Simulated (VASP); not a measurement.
# NbAs: single point with PBE

The system is NbAs.

```
Nb As
1.0
     0.00000    2.63777    2.63777
     2.63777    0.00000    2.63777
     2.63777    2.63777    0.00000
Nb As
1 1
Direct
  0.50000 0.50000 0.50000
  0.00000 0.00000 0.00000
```

```
Program             : VASP 6.6.1
Task                : single point
Functional          : PBE
Potentials or basis : VASP PAW PBE potentials, release 64 (Nb_sv, As)
Cutoff              : 520 eV
k mesh              : 12 × 12 × 12
Occupations         : gaussian, width 0.05 eV
Spin                : no spin polarisation
```

```json
{
  "Pressure": "-0.1 GPa",
  "Band gap on the k mesh": "zero (band 9 reaches 10.28 eV, above the bottom of band 10 at 8.43 eV)"
}
```

Levels at points of the mesh, in eV from the Fermi level:
```csv
k point,band 6,band 7,band 8,band 9,band 10,band 11,band 12,band 13
"(0.00, 0.00, 0.00)",-1.44,-1.44,-1.44,-0.86,-0.86,-0.11,-0.11,-0.11
"(0.50, 0.00, 0.00)",-6.85,-4.31,-4.31,0.64,0.64,1.50,3.24,6.70
"(0.50, 0.50, 0.00)",-4.87,-3.19,-1.98,-1.98,0.08,1.30,1.30,2.46
```

It took 18 s on 1 thread of Intel(R) Xeon(R) 6975P-C (Granite Rapids), on a shared host, peak memory 0.18 GiB.
